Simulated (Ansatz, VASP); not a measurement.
# CaS in VASP and in Ansatz

```
Ca S
1.0
     0.00000    2.85237    2.85237
     2.85237    0.00000    2.85237
     2.85237    2.85237    0.00000
Ca S
1 1
Direct
  0.00000 0.00000 0.00000
  0.50000 0.50000 0.50000
```

Alike in both runs: task single point; functional PBE; k mesh 4 × 4 × 4; occupations gaussian, width 0.1 eV; no spin polarisation.

```csv
,VASP,Ansatz
version,VASP 6.6.1,Ansatz 0.2.0
potentials or method,"VASP PAW PBE potentials, release 64 (Ca_sv, S), cutoff 500 eV","scalar-relativistic, plane waves, PAW"
valence electrons in the cell,16,16
```

VASP gave:

```
gap on the k mesh at the Fermi level (eV) : 2.36
least direct gap on the mesh (eV)         : 3.16
pressure (GPa)                            : 0.5
```

**Question.** Which values does Ansatz return?

**Answer.** gap on the k mesh at the Fermi level (eV): 2.37; least direct gap on the mesh (eV): 3.17; pressure (GPa): 0.3.

With one functional, cell and mesh, what is left measures potentials, basis and numerics.

The k mesh is coarse, so the values compare programs but aren't converged.
